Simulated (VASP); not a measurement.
Write the native input for VASP 6.6.1 that does the following.

```yaml
Task: single point
Functional: PBE
Potentials_or_basis: VASP PAW PBE potentials, release 64 (As)
Cutoff: 520 eV
k_mesh: 18 × 18 × 18
Occupations: fermi-dirac, width 0.05 eV
Spin: no spin polarisation
Dipole_correction: no
Further_INCAR_settings: ALGO = Normal; EDIFF = 1e-06; NBANDS = 8
```

The structure of As lies in POSCAR:

```
As
1.0
    0.0000000000      1.7978091215      1.7978091215
    1.7978091215      0.0000000000      1.7978091215
    1.7978091215      1.7978091215      0.0000000000
As
1
Direct
    0.0000000000      0.0000000000      0.0000000000
```

The input as run:

INCAR

```
PREC = Accurate
ENCUT = 520
EDIFF = 1E-6
ISMEAR = -1
SIGMA = 0.05
LREAL = False
LASPH = True
NELM = 80
ALGO = Normal
ISIF = 2
LWAVE = False
LCHARG = True
GGA = PE
LELF = True
LVHAR = True
NBANDS = 8
```

KPOINTS

```
Automatic mesh
0
Gamma
  18 18 18
```

Potentials or basis: VASP PAW PBE potentials, release 64 (As).

Run with:

```bash
$ cat potpaw_PBE.64/As/POTCAR > POTCAR
$ mpirun -np 1 vasp_std > vasp.out
```

It gave:

- Pressure: 123.1 GPa

Wall time 7.4 s on 1 thread of Intel(R) Xeon(R) Platinum 8559C (Emerald Rapids), on a shared host, peak memory 0.13 GiB.
